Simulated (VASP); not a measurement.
A run of VASP 6.6.1 is set up as follows.

The input INCAR:

```
SYSTEM = Al
  PREC = Accurate
  ENCUT = 600
  EDIFF = 1E-6
  ISMEAR = -1
  SIGMA = 0.05
  LREAL = .False.
  LASPH = .True.
  NELM = 100
  ALGO = Normal
  ISIF = 3
  LWAVE = .False.
  LCHARG = .False.
  IBRION = 2
  NSW = 80
  EDIFFG = -0.01
  PSTRESS = 50.0
```

The input KPOINTS:

```
Automatic mesh
0
Gamma
  14 14 7
  0 0 0
```

Contents of POSCAR:

```
Al
1.0
    2.8124550000      0.0000000000      0.0000000000
   -1.4062280000      2.4356580000      0.0000000000
    0.0000000000      0.0000000000      4.8668500000
Al
2
Direct
    0.6666666667      0.3333333333      0.7500000000
    0.3333333333      0.6666666667      0.2500000000
```

Potentials or basis: VASP PAW LDA potentials, release 64 (Al).

The run is started by

```console
$ cat potpaw_LDA.64/Al/POTCAR > POTCAR
$ mpirun -np 1 vasp_std > vasp.out
```

**Question.** Predict the band gap on the k mesh.

**Answer.** Zero (bands 3 and 4 overlap by 6.05 eV).

**Question.** Predict the relaxed volume.

**Answer.** 15.12 Å³/atom.

The path:
```tsv
step	energy change (eV)	largest force (eV/Å)	pressure (GPa)	volume (Å³)
1	0.0000	0.0000	-3.00	33.34
2	0.0420	0.0000	7.89	29.48
3	0.0118	0.0000	5.13	30.24
4	0.0101	0.0000	5.09	30.22
5	0.0100	0.0000	5.10	30.19
6	0.0099	0.0000	5.10	30.19
7	0.0084	0.0000	4.93	30.24
```

Caveat: the cell is relaxed towards a set pressure, so the run minimises the enthalpy, not the energy.
